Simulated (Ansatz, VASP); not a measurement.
## One calculation of Si, two programs

```
Si
1.0
     0.00000    2.71717    2.71717
     2.71717    0.00000    2.71717
     2.71717    2.71717    0.00000
Si
2
Direct
  0.75000 0.75000 0.75000
  0.50000 0.50000 0.50000
```

Alike in both runs: task single point; functional PBEsol; k mesh 14 × 14 × 14; occupations gaussian, width 0.05 eV; no spin polarisation.

|  | VASP | Ansatz |
| --- | --- | --- |
| version | VASP 6.6.1 | Ansatz 0.2.0 |
| potentials or method | VASP PAW PBE potentials, release 64 (Si), cutoff 520 eV | scalar-relativistic, plane waves, PAW |
| valence electrons in the cell | 8 | 8 |

VASP gave:

| Item | Value |
| --- | --- |
| gap on the k mesh at the Fermi level (eV) | 0.46 |
| least direct gap on the mesh (eV) | 2.52 |
| pressure (GPa) | 0.1 |

**Question.** Which values does Ansatz return?

**Answer.** gap on the k mesh at the Fermi level (eV): 0.47; least direct gap on the mesh (eV): 2.52; pressure (GPa): 0.0.

VASP's potentials were made for PBE, not for PBEsol. The functional is the same, so the differences come from potentials, cutoffs and numerics.
